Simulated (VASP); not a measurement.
# AlN (P6_3/mmc) in VASP: notebook

The runs below take AlN through single point, with PBEsol.

Program: VASP 6.6.1. These are calculated values, not measurements. Logs are shortened: lines on timing, memory, paths and dates and some standing lists are left out, and cuts for length are marked.

**1. The cell of the first run**

It takes space group P6_3/mmc (No. 194, hexagonal). The conventional cell has a = 3.341 Å, b = 3.341 Å, c = 4.306 Å, α = 90.00°, β = 90.00°, γ = 120.00°. Al (site symmetry -6m2) has 5 N at 1.93 to 2.15 Å within 2.6 Å. Within 2.6 Å of N (site symmetry -6m2) lie 5 Al at 1.93 to 2.15 Å.

**2. Single point, PBEsol**

File INCAR:

```
SYSTEM = AlN
ALGO     = Normal         ! electronic algorithm
EDIFF    = 1E-7           ! SCF threshold, eV
ENCUT    = 520            ! plane-wave cutoff, eV
GGA      = PS             ! functional
ISIF     = 2              ! what is computed and relaxed
ISMEAR   = 0              ! smearing method
LASPH    = .True.         ! aspherical terms in the spheres
LCHARG   = .True.         ! write CHGCAR
LELF     = .True.         ! ELF
LREAL    = .False.        ! projectors in reciprocal space
LVHAR    = .True.       
LWAVE    = .False.        ! write WAVECAR
NBANDS   = 16             ! bands
NELM     = 100            ! most SCF steps
PREC     = Accurate       ! precision mode
SIGMA    = 0.05           ! smearing width, eV
```

File KPOINTS:

```
k-points
0
Gamma
  9 9 6
  0 0 0
```

File POSCAR:

```
AlN
1.0
    3.3411000000      0.0000000000      0.0000000000
   -1.6705500000      2.8934774766      0.0000000000
    0.0000000000      0.0000000000      4.3056000000
Al N
2 2
Direct
    0.3333333333      0.6666666667      0.7500000000
    0.6666666667      0.3333333333      0.2500000000
    0.3333333333      0.6666666667      0.2500000000
    0.6666666667      0.3333333333      0.7500000000
```

Potentials or basis: VASP PAW PBE potentials, release 64 (Al, N).

Started as:

```
cat potpaw_PBE.64/Al/POTCAR potpaw_PBE.64/N/POTCAR > POTCAR
mpirun -np 1 vasp_std > vasp.out
```

OUTCAR:

```text
SYSTEM = AlN
   EDIFF = 1E-7
   ENCUT = 520
   GGA = PS
   ISIF = 2
   ISMEAR = 0
   LASPH = .True.
   LREAL = .False.
   NELM = 100
   PREC = Accurate

 ion  position               nearest neighbor table
   1  0.333  0.667  0.750-   4 1.93   4 1.93   4 1.93   3 2.15   3 2.15   2 2.89   2 2.89   2 2.89
                             2 2.89   2 2.89   2 2.89
   2  0.667  0.333  0.250-   3 1.93   3 1.93   3 1.93   4 2.15   4 2.15   1 2.89   1 2.89   1 2.89
                             1 2.89   1 2.89   1 2.89
   3  0.333  0.667  0.250-   2 1.93   2 1.93   2 1.93   1 2.15   1 2.15
   4  0.667  0.333  0.750-   1 1.93   1 1.93   1 1.93   2 2.15   2 2.15

  LATTYP: Found a hexagonal cell.
 ALAT       =     3.3411000000
 C/A-ratio  =     1.2886773817

  Lattice vectors:

 A1 = (   3.3411000000,   0.0000000000,   0.0000000000)
 A2 = (  -1.6705500000,   2.8934774766,   0.0000000000)
 A3 = (   0.0000000000,   0.0000000000,   4.3056000000)

Analysis of symmetry for initial positions (statically):
=====================================================================
 Subroutine PRICEL returns:
 Original cell was already a primitive cell.

 Routine SETGRP: Setting up the symmetry group for a
 hexagonal supercell.

 Subroutine GETGRP returns: Found 24 space group operations
 (whereof 12 operations were pure point group operations)
 out of a pool of 24 trial point group operations.

The static configuration has the point symmetry D_3d.
 The point group associated with its full space group is D_6h.

Analysis of symmetry for dynamics (positions and initial velocities):
=====================================================================
 Subroutine PRICEL returns:
 Original cell was already a primitive cell.

 Routine SETGRP: Setting up the symmetry group for a
 hexagonal supercell.

 Subroutine GETGRP returns: Found 24 space group operations
 (whereof 12 operations were pure point group operations)
 out of a pool of 24 trial point group operations.

The dynamic configuration has the point symmetry D_3d.
 The point group associated with its full space group is D_6h.

 Subroutine INISYM returns: Found 24 space group operations
 (whereof 12 operations are pure point group operations),
 and found     1 'primitive' translations

----------------------------------------------------------------------------------------

                                     Primitive cell

  volume of cell :      41.6239

  direct lattice vectors                    reciprocal lattice vectors
     3.341100000  0.000000000  0.000000000     0.299302625  0.172802451  0.000000000
    -1.670550000  2.893477477  0.000000000     0.000000000  0.345604902  0.000000000
     0.000000000  0.000000000  4.305600000     0.000000000  0.000000000  0.232255667

  length of vectors
     3.341100000  3.341100000  4.305600000     0.345604902  0.345604902  0.232255667

  position of ions in fractional coordinates (direct lattice)
     0.333333333  0.666666667  0.750000000
     0.666666667  0.333333333  0.250000000
     0.333333333  0.666666667  0.250000000
     0.666666667  0.333333333  0.750000000

  ion indices of the primitive-cell ions
   primitive index   ion index
                 1           1
                 2           2
                 3           3
                 4           4

----------------------------------------------------------------------------------------

 KPOINTS: k-points

Automatic generation of k-mesh.
 Grid dimensions read from file:
 generate k-points for:    9    9    6

 Generating k-lattice:

  Cartesian coordinates                     Fractional coordinates (reciprocal lattice)
     0.033255847  0.019200272  0.000000000     0.111111111  0.000000000  0.000000000
     0.000000000  0.038400545  0.000000000     0.000000000  0.111111111  0.000000000
     0.000000000  0.000000000  0.038709278     0.000000000  0.000000000  0.166666667

  Length of vectors
     0.038400545  0.038400545  0.038709278

  Shift w.r.t. Gamma in fractional coordinates (k-lattice)
     0.000000000  0.000000000  0.000000000

 Subroutine IBZKPT returns following result:
 ===========================================

 Found     48 irreducible k-points:

 Following reciprocal coordinates:
            Coordinates               Weight
  0.000000  0.000000  0.000000      1.000000
  0.111111  0.000000  0.000000      6.000000
  0.222222  0.000000  0.000000      6.000000
  0.333333  0.000000  0.000000      6.000000
  0.444444  0.000000  0.000000      6.000000
  0.111111  0.111111  0.000000      6.000000
[... 16 lines left out ...]
  0.333333  0.222222  0.166667     24.000000
  0.333333  0.333333  0.166667      4.000000
 [... further k-points ...]
   k-points           NKPTS =     48   k-points in BZ     NKDIM =     48   number of bands    NBANDS=     16
   number of dos      NEDOS =    301   number of ions     NIONS =      4
   total plane-waves  NPLWV =  25088
   dimension x,y,z NGX =    28 NGY =   28 NGZ =   32
[... 27 lines left out ...]
   EMIN   =  10.00;   EMAX   =-10.00  energy-range for DOS
   EFERMI =   0.00;   METHOD = LEGACY
   ISMEAR =     0;   SIGMA  =   0.05  broadening in eV -4-tet -1-fermi 0-gaus
   EFERMI_NEDOS =   21; number of points for ismear=-14 and -15
   IALGO  =     38    algorithm
   IMIX   =      4    mixing-type and parameters
     AMIX     =   0.40;   BMIX     =  1.00
     AMIX_MAG =   1.60;   BMIX_MAG =  1.00
  volume/ion in A,a.u.               =      10.41        70.22
  Fermi-wavevector in a.u.,A,eV,Ry     =   1.190329  2.249396 19.277870  1.416884
  Thomas-Fermi vector in A             =   2.326416
   LORBIT       =      0    0 simple, 1 ext, 2 COOP (PROOUT), +10 PAW based schemes
   GGA     = PS    functional components
   LHFCALC =     F    Hartree Fock is set to
   AEXX    =    0.0000 exact exchange contribution
   IVDW    =     0    specifies the selected vdW correction
   LEPSILON=     F    determine dielectric tensor
   LRPA    =     F    only Hartree local field effects (RPA)
 non-spin polarized calculation
 Gauss-broadening in eV      SIGMA  =   0.05
  energy-cutoff  :      520.00
  volume of cell :       41.62
 maximum number of plane-waves:      1134
 NGX is ok and might be reduce to    28
   NGX = 13   NGY = 13   NGZ = 17

 number of electron      16.0000000 magnetization

 Free energy of the ion-electron system (eV)
  ---------------------------------------------------
  ext. energy  EPLUGINS =         0.00000000
  ---------------------------------------------------
  free energy    TOTEN  =       -30.84746294 eV

  energy without entropy =      -30.84746294  energy(sigma->0) =      -30.84746294

 E-fermi :   7.6781     XC(G=0): -11.1559

 val. band max:        7.4330644636   @ k =   0.0000   0.0000   0.0000
 cond. band min:      10.2291391016   @ k =   0.0000   0.0000   0.0000
 fundamental gap:      2.7960746380
 Fermi energy:         7.6780982780

 k-point     1 :       0.0000    0.0000    0.0000
  band No.  band energies     occupation
      1      -9.0468      2.00000
      2      -5.6940      2.00000
      3       0.6864      2.00000
      4       4.2635      2.00000
      5       4.2635      2.00000
      6       5.7921      2.00000
[... 8 lines left out ...]
     15      18.5366      0.00000
     16      19.1315      0.00000

 k-point     2 :       0.1111    0.0000    0.0000
  band No.  band energies     occupation
      1      -8.9104      2.00000
      2      -5.6816      2.00000
      3       0.8371      2.00000
      4       3.7455      2.00000
      5       4.0705      2.00000
      6       5.2715      2.00000
[... 8 lines left out ...]
     15      18.4892      0.00000
     16      18.5454      0.00000

 k-point     3 :       0.2222    0.0000    0.0000
  band No.  band energies     occupation
      1      -8.5198      2.00000
      2      -5.6876      2.00000
      3       1.2766      2.00000
      4       2.6385      2.00000
      5       3.6751      2.00000
      6       4.3351      2.00000
[... 8 lines left out ...]
     15      17.5848      0.00000
     16      19.1622      0.00000
[... 362 lines left out ...]
 k-point    23 :       0.3333    0.2222    0.1667
  band No.  band energies     occupation
      1      -6.9913      2.00000
      2      -6.2541      2.00000
      3       1.0136      2.00000
      4       1.7523      2.00000
      5       2.4373      2.00000
      6       4.1973      2.00000
[... 8 lines left out ...]
     15      18.4817      0.00000
     16      20.0332      0.00000

 k-point    24 :       0.3333    0.3333    0.1667
  band No.  band energies     occupation
      1      -6.5694      2.00000
      2      -6.5694      2.00000
      3       1.0673      2.00000
      4       1.9181      2.00000
      5       1.9181      2.00000
      6       4.3165      2.00000
[... 8 lines left out ...]
     15      18.1845      0.00000
     16      19.7631      0.00000

 [... further k-points ...]

------------------------ aborting loop because EDIFF is reached ----------------------------------------

  FORCE on cell =-STRESS in cart. coord.  units (eV):
  Direction    XX          YY          ZZ          XY          YZ          ZX
  --------------------------------------------------------------------------------------
  -------------------------------------------------------------------------------------
  Total       -2.8011323     -2.8011323     -3.1935588      0.0000000      0.0000000      0.0000000
  in kB     -107.8204015   -107.8204015   -122.9255723      0.0000000      0.0000000      0.0000000
  external PRESSURE =    -112.8554584 kB  Pullay stress =       0.0000000 kB

 VOLUME and BASIS-vectors are now :
 -----------------------------------------------------------------------------
  energy-cutoff  :      520.00
  volume of cell :       41.62
      direct lattice vectors                 reciprocal lattice vectors
     3.341100000  0.000000000  0.000000000     0.299302625  0.172802451  0.000000000
    -1.670550000  2.893477477  0.000000000     0.000000000  0.345604902  0.000000000
     0.000000000  0.000000000  4.305600000     0.000000000  0.000000000  0.232255667

 POSITION                                       TOTAL-FORCE (eV/Angst)
 -----------------------------------------------------------------------------------
     -0.00000      1.92898      3.22920        -0.000000      0.000000      0.000000
      1.67055      0.96449      1.07640         0.000000     -0.000000      0.000000
     -0.00000      1.92898      1.07640        -0.000000      0.000000      0.000000
      1.67055      0.96449      3.22920         0.000000     -0.000000      0.000000
 -----------------------------------------------------------------------------------
    total drift:                               -0.000000      0.000000      0.000000

  FREE ENERGIE OF THE ION-ELECTRON SYSTEM (eV)
  ---------------------------------------------------
  free  energy   TOTEN  =       -30.8474629385 eV

  energy  without entropy=      -30.8474629385  energy(sigma->0) =      -30.84746294
```

Run time: 54 s. Hardware: 1 thread of Intel Xeon 8259CL, shared host; peak memory 0.17 GiB.

What came out:

```
Free energy            : -30.8475 eV
Pressure               : -11.3 GPa
Band gap on the k mesh : 2.80 eV
```

Stress tensor (GPa, compression positive):
```
-10.78   0.00   0.00
  0.00 -10.78   0.00
  0.00   0.00 -12.29
```

Caveat: the cell stands under tension; the PAW data sets were made with another functional, which shifts forces and pressure a little.

**3. Single point, PBEsol**

This run uses another cell than the first one, of 10.63 Å³/atom.

File INCAR:

```
ALGO     = Normal         # electronic algorithm
EDIFF    = 1E-6           # SCF threshold, eV
ENCUT    = 520            # plane-wave cutoff, eV
GGA      = PS             # functional
ISIF     = 2              # what is computed and relaxed
ISMEAR   = 0              # smearing method
LASPH    = T              # aspherical terms in the spheres
LCHARG   = F              # write CHGCAR
LREAL    = F              # projectors in reciprocal space
LWAVE    = F              # write WAVECAR
NBANDS   = 16             # bands
NELM     = 80             # most SCF steps
PREC     = Accurate       # precision mode
SIGMA    = 0.05           # smearing width, eV
```

File KPOINTS:

```
k-points
0
Gamma
  9 9 6
```

File POSCAR:

```
AlN
1.0
    3.3609000000      0.0000000000      0.0000000000
   -1.6804500000      2.9106247796      0.0000000000
    0.0000000000      0.0000000000      4.3470000000
Al N
2 2
Direct
    0.3333333333      0.6666666667      0.7500000000
    0.6666666667      0.3333333333      0.2500000000
    0.3333333333      0.6666666667      0.2500000000
    0.6666666667      0.3333333333      0.7500000000
```

Potentials or basis: VASP PAW PBE potentials, release 64 (Al, N).

Started as:

```
cat potpaw_PBE.64/Al/POTCAR potpaw_PBE.64/N/POTCAR > POTCAR
mpirun -np 1 vasp_std > vasp.out
```

Run time: 52 s. Hardware: 1 thread of Intel Xeon 8259CL, shared host; peak memory 0.17 GiB.

Results (log left out):

```
Free energy            : -30.7743 eV
Pressure               : -14.6 GPa
Band gap on the k mesh : 2.62 eV
```

Stress tensor (GPa, compression positive):
```
-14.36   0.00   0.00
  0.00 -14.36   0.00
  0.00   0.00 -15.09
```

Levels at points of the mesh, in eV from the valence-band top:
| k point | band 4 | band 5 | band 6 | band 7 | band 8 | band 9 | band 10 | band 11 | band 12 | band 13 |
| --- | --- | --- | --- | --- | --- | --- | --- | --- | --- | --- |
| (0.00, 0.00, 0.00) | -3.11 | -3.11 | -1.62 | -1.62 | 0.00 | 2.62 | 3.83 | 7.84 | 7.84 | 10.53 |
| (0.00, 0.00, 0.50) | -3.70 | -2.40 | -2.40 | -2.40 | -2.40 | 5.08 | 5.08 | 8.08 | 8.08 | 8.08 |

Caveat: the cell stands under tension; the PAW data sets were made with another functional, which shifts forces and pressure a little.

**4. Single point, PBEsol**

This run uses another cell than the first one, of 10.68 Å³/atom.

File INCAR:

```
PREC = Accurate
ENCUT = 520
EDIFF = 1E-7
ISMEAR = 0
SIGMA = 0.05
LREAL = F
LASPH = T
NELM = 100
ALGO = Normal
ISIF = 2
LWAVE = F
LCHARG = F
GGA = PS
NBANDS = 16
```

File KPOINTS:

```
Automatic mesh
0
Gamma
  9 9 6
```

File POSCAR:

```
AlN
1.0
    3.4005000000      0.0000000000      0.0000000000
   -1.7002500000      2.9449193856      0.0000000000
    0.0000000000      0.0000000000      4.2642000000
Al N
2 2
Direct
    0.3333333333      0.6666666667      0.7500000000
    0.6666666667      0.3333333333      0.2500000000
    0.3333333333      0.6666666667      0.2500000000
    0.6666666667      0.3333333333      0.7500000000
```

Started as:

```
cat potpaw_PBE.64/Al/POTCAR potpaw_PBE.64/N/POTCAR > POTCAR
mpirun -np 1 vasp_std > vasp.out
```

Run time: 54 s. Hardware: 1 thread of Intel Xeon 8259CL, shared host; peak memory 0.17 GiB.

Results (log left out):

| Item | Value |
| --- | --- |
| Free energy | -30.7518 eV |
| Pressure | -16.1 GPa |
| Band gap on the k mesh | 2.69 eV |

Stress tensor (GPa, compression positive):
```
-17.00   0.00   0.00
  0.00 -17.00   0.00
  0.00   0.00 -14.33
```

Levels at points of the mesh, in eV from the valence-band top:
```tsv
k point	band 4	band 5	band 6	band 7	band 8	band 9	band 10	band 11	band 12	band 13
(0.00, 0.00, 0.00)	-3.07	-3.07	-1.44	-1.44	0.00	2.69	3.78	7.76	7.76	10.61
(0.00, 0.00, 0.50)	-3.60	-2.29	-2.29	-2.29	-2.29	5.16	5.16	7.97	7.97	7.97
```

Caveat: the cell stands under tension; the PAW data sets were made with another functional, which shifts forces and pressure a little.

**5. Single point, PBEsol**

This run uses another cell than the first one, of 10.55 Å³/atom.

File INCAR:

```
PREC = Accurate
ENCUT = 520
EDIFF = 1E-7
ISMEAR = 0
SIGMA = 0.05
LREAL = False
LASPH = True
NELM = 100
ALGO = Normal
ISIF = 2
LWAVE = False
LCHARG = False
GGA = PS
NBANDS = 16
```

File KPOINTS:

```
regular mesh
0
Gamma
  9 9 6
```

Edit POSCAR of step 4 so:

```diff
@@ -2,4 +2,4 @@
 1.0
-    3.4005000000      0.0000000000      0.0000000000
-   -1.7002500000      2.9449193856      0.0000000000
+    3.3807000000      0.0000000000      0.0000000000
+   -1.6903500000      2.9277720826      0.0000000000
     0.0000000000      0.0000000000      4.2642000000
```

Started as:

```
cat potpaw_PBE.64/Al/POTCAR potpaw_PBE.64/N/POTCAR > POTCAR
mpirun -np 1 vasp_std > vasp.out
```

Run time: 47 s. Hardware: 1 thread of Intel Xeon 8259CL, shared host; peak memory 0.17 GiB.

The run converged. Its results:

- Free energy: -30.8008 eV
- Pressure: -14.2 GPa
- Band gap on the k mesh: 2.76 eV

Stress tensor (GPa, compression positive):
```
-14.76   0.00   0.00
  0.00 -14.76   0.00
  0.00   0.00 -13.07
```

Levels at points of the mesh, in eV from the valence-band top:
| k point | band 6 | band 7 | band 8 | band 9 | band 10 | band 11 |
| --- | --- | --- | --- | --- | --- | --- |
| (0.00, 0.00, 0.00) | -1.49 | -1.49 | 0.00 | 2.76 | 3.87 | 7.82 |
| (0.00, 0.00, 0.50) | -2.34 | -2.34 | -2.34 | 5.21 | 5.21 | 8.04 |

Caveat: the cell stands under tension; the PAW data sets were made with another functional, which shifts forces and pressure a little.

**6. Single point, PBEsol**

This run uses another cell than the first one, of 10.57 Å³/atom.

File INCAR:

```
PREC     = Accurate       # precision mode
ENCUT    = 520            # plane-wave cutoff, eV
EDIFF    = 1E-6           # SCF threshold, eV
ISMEAR   = 0              # smearing method
SIGMA    = 0.05           # smearing width, eV
LREAL    = False          # projectors in reciprocal space
LASPH    = True           # aspherical terms in the spheres
NELM     = 80             # most SCF steps
ALGO     = Normal         # electronic algorithm
ISIF     = 2              # what is computed and relaxed
LWAVE    = False          # write WAVECAR
LCHARG   = True           # write CHGCAR
GGA      = PS             # functional
LELF     = True           # ELF
LVHAR    = True         
NBANDS   = 16             # bands
```

File KPOINTS:

```
Automatic mesh
0
Gamma
  9 9 6
```

File POSCAR:

```
AlN
1.0
    3.4005000000      0.0000000000      0.0000000000
   -1.7002500000      2.9449193856      0.0000000000
    0.0000000000      0.0000000000      4.2228000000
Al N
2 2
Direct
    0.3333333333      0.6666666667      0.7500000000
    0.6666666667      0.3333333333      0.2500000000
    0.3333333333      0.6666666667      0.2500000000
    0.6666666667      0.3333333333      0.7500000000
```

Potentials or basis: VASP PAW PBE potentials, release 64 (Al, N).

Started as:

```
cat potpaw_PBE.64/Al/POTCAR potpaw_PBE.64/N/POTCAR > POTCAR
mpirun -np 1 vasp_std > vasp.out
```

Run time: 48 s. Hardware: 1 thread of Intel Xeon 8259CL, shared host; peak memory 0.17 GiB.

Results (log left out):

- Free energy: -30.7863 eV
- Pressure: -14.8 GPa
- Band gap on the k mesh: 2.80 eV

Stress tensor (GPa, compression positive):
```
-15.95   0.00   0.00
  0.00 -15.95   0.00
  0.00   0.00 -12.40
```

Levels at points of the mesh, in eV from the valence-band top:
```csv
k point,band 6,band 7,band 8,band 9,band 10,band 11
"(0.00, 0.00, 0.00)",-1.39,-1.39,0.00,2.80,3.86,7.80
"(0.00, 0.00, 0.50)",-2.28,-2.28,-2.28,5.26,5.26,7.99
```

Caveat: the cell stands under tension; the PAW data sets were made with another functional, which shifts forces and pressure a little.

**7. The runs side by side**

```csv
cell,gap on the mesh (eV),pressure (GPa)
"a = 3.341, b = 3.341, c = 4.306 Å, angles 90.0, 90.0, 120.0°, 4 atoms",2.80,-11.3
"a = 3.361, b = 3.361, c = 4.347 Å, angles 90.0, 90.0, 120.0°, 4 atoms",2.62,-14.6
"a = 3.401, b = 3.401, c = 4.264 Å, angles 90.0, 90.0, 120.0°, 4 atoms",2.69,-16.1
"a = 3.381, b = 3.381, c = 4.264 Å, angles 90.0, 90.0, 120.0°, 4 atoms",2.76,-14.2
"a = 3.401, b = 3.401, c = 4.223 Å, angles 90.0, 90.0, 120.0°, 4 atoms",2.80,-14.8
```

Alike in all rows: task single point; level PBEsol; potentials or basis VASP PAW PBE potentials, release 64 (Al, N); no spin polarisation; k mesh 9 × 9 × 6; cutoff (eV) 520; smearing gaussian 0.05 eV.

Caveats: the cell stands under tension; the PAW data sets were made with another functional, which shifts forces and pressure a little.

Absolute energies hang on the potentials; compare differences alone.
